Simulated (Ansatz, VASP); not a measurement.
# AlCo in VASP and in Ansatz

Contents of INCAR:

```
SYSTEM = AlCo
ALGO = Normal
EDIFF = 1E-6
ENCUT = 520
GGA = PE
ISIF = 2
ISMEAR = 0
ISPIN = 2
LASPH = .TRUE.
LCHARG = .FALSE.
LMAXMIX = 4
LORBIT = 11
LREAL = .FALSE.
LWAVE = .FALSE.
MAGMOM = -0.01 0.16
NBANDS = 17
NELM = 150
PREC = Accurate
SIGMA = 0.15
```

The input KPOINTS:

```
k-points
0
G
  16 16 16
  0 0 0
```

POSCAR

```
AlCo
1.0
    3.0449554668      0.0000000000      0.0000000000
    0.0000000000      3.0449554668      0.0000000000
    0.0000000000      0.0000000000      2.8194032100
Al Co
1 1
Direct
    0.0000000000      0.0000000000      0.0000000000
    0.5000000000      0.5000000000      0.5000000000
```

Input for Ansatz:

```yaml
crystal:
  lattice:
    - [3.0449554668, 0.0, 0.0]
    - [0.0, 3.0449554668, 0.0]
    - [0.0, 0.0, 2.81940321]
  atoms:
    - { symbol: Al, position: [0.0, 0.0, 0.0], spin: -0.01 }
    - { symbol: Co, position: [0.5, 0.5, 0.5], spin: 0.16 }
basis:
  ecutwfc: 420
kpoints:
  mp_grid: { grid: [16, 16, 16] }
hamiltonian:
  xc: pbe
scf:
  occupations: { method: gaussian, width: 0.15 }
output:
  forces: true
  stress: true
  eigenvalues: true
  populations: true
magnetization:
  spin_polarized: true
```

Change from the starting cell: strain +0.080 along x and y, +0.000 along z, atoms carried along.

Alike in both runs: task single point; functional PBE; k mesh 16 × 16 × 16; occupations gaussian, width 0.15 eV; collinear spin.

|  | VASP | Ansatz |
| --- | --- | --- |
| version | VASP 6.6.1 | Ansatz 0.2.0 |
| potentials or method | VASP PAW PBE potentials, release 64 (Al, Co), cutoff 520 eV | scalar-relativistic, plane waves, PAW |
| valence electrons in the cell | 12 | 20 |

Ansatz gave:

| Property | Result |
| --- | --- |
| gap on the k mesh at the Fermi level (eV) | none |
| pressure (GPa) | -15.7 |
| traceless stress, the component that is largest in VASP (GPa) | 6.82 |
| net moment per atom (μB) | 0.09 |
| size of the moment on the site where the two differ most (μB) | 0.23 |

Q: What did VASP give for the same quantities?

A: gap on the k mesh at the Fermi level (eV): none; pressure (GPa): -15.9; traceless stress, the component that is largest in VASP (GPa): 7.27; net moment per atom (μB): 0.00; size of the moment on the site where the two differ most (μB): 0.00.

Site moments also hang on the region over which each program counts them. A gap of «none» marks a metal or a gap that the smearing closes. VASP's potentials hold 12 valence electrons a cell and Ansatz's 20, so a difference there can come from the potentials and not from the codes.
